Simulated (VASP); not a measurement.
Ca: single point with RPBE

Crystal: Ca.

```
Ca
1.0
     7.10624    0.00000    0.00000
     0.00000    7.10624    0.00000
     0.00000    0.00000    7.10624
Ca
8
Direct
  0.00000 0.00000 0.00000
  0.50000 0.50000 0.50000
  0.25000 0.00000 0.50000
  0.75000 0.00000 0.50000
  0.50000 0.25000 0.00000
  0.50000 0.75000 0.00000
  0.00000 0.50000 0.25000
  0.00000 0.50000 0.75000
```

```json
{
 "Program": "VASP 6.6.1",
 "Task": "single point",
 "Functional": "RPBE",
 "Potentials or basis": "VASP PAW PBE potentials, release 64 (Ca_sv)",
 "Cutoff": "520 eV",
 "k mesh": "5 × 5 × 5",
 "Occupations": "fermi-dirac, width 0.1 eV",
 "Spin": "no spin polarisation",
 "Dipole correction": "no",
 "Further INCAR settings": "ALGO = Normal; EDIFF = 1e-07; NBANDS = 50"
}
```

```json
{"Pressure": "0.0 GPa", "Band gap on the k mesh": "zero (band 40 reaches 2.32 eV, above the bottom of band 41 at 1.63 eV)"}
```

Levels at points of the mesh, in eV from the Fermi level:
```tsv
k point	band 38	band 39	band 40	band 41	band 42	band 43
(0.00, 0.00, 0.00)	-0.81	-0.81	0.47	0.47	0.47	0.47
```

Wall time 2.5 min on 1 thread of Intel(R) Xeon(R) Platinum 8488C (Sapphire Rapids) (shared host), peak memory 0.45 GiB.

Caveat: the PAW data sets were made with another functional, which shifts forces and pressure a little.
